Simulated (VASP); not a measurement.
A run of VASP 6.6.1:

File INCAR:

```
SYSTEM = InGaTe3
PREC = Accurate
ENCUT = 520
EDIFF = 1E-6
ISMEAR = 0
SIGMA = 0.1
LREAL = .FALSE.
LASPH = .TRUE.
NELM = 100
ALGO = Normal
ISIF = 2
LWAVE = .FALSE.
LCHARG = .FALSE.
GGA = PE
NBANDS = 30
```

File KPOINTS:

```
regular mesh
0
G
  4 4 4
  0 0 0
```

The input POSCAR:

```
InGaTe3
1.0
    5.6488726200      0.0000000000      0.0000000000
    0.0000000000      5.6488726200      0.0000000000
    0.0000000000      0.0000000000      5.6488726200
In Ga Te
1 1 3
Direct
    0.5000000000      0.5000000000      0.5000000000
    0.0000000000      0.0000000000      0.0000000000
    0.5000000000      0.0000000000      0.0000000000
    0.0000000000      0.5000000000      0.0000000000
    0.0000000000      0.0000000000      0.5000000000
```

Potentials or basis: VASP PAW PBE potentials, release 64 (In_d, Ga_d, Te).

Run with:

```console
$ cat potpaw_PBE.64/In_d/POTCAR potpaw_PBE.64/Ga_d/POTCAR potpaw_PBE.64/Te/POTCAR > POTCAR
$ mpirun -np 1 vasp_std > vasp.out
```

Hardware: 1 thread of Intel(R) Xeon(R) 6975P-C (Granite Rapids), with other jobs on the host.

Problem. Estimate the wall time of this run.

Solution. Wall time 26 s on 1 thread of Intel(R) Xeon(R) 6975P-C (Granite Rapids), with other jobs on the host, peak memory 0.28 GiB. Counts: scf iterations 13, k points 10.
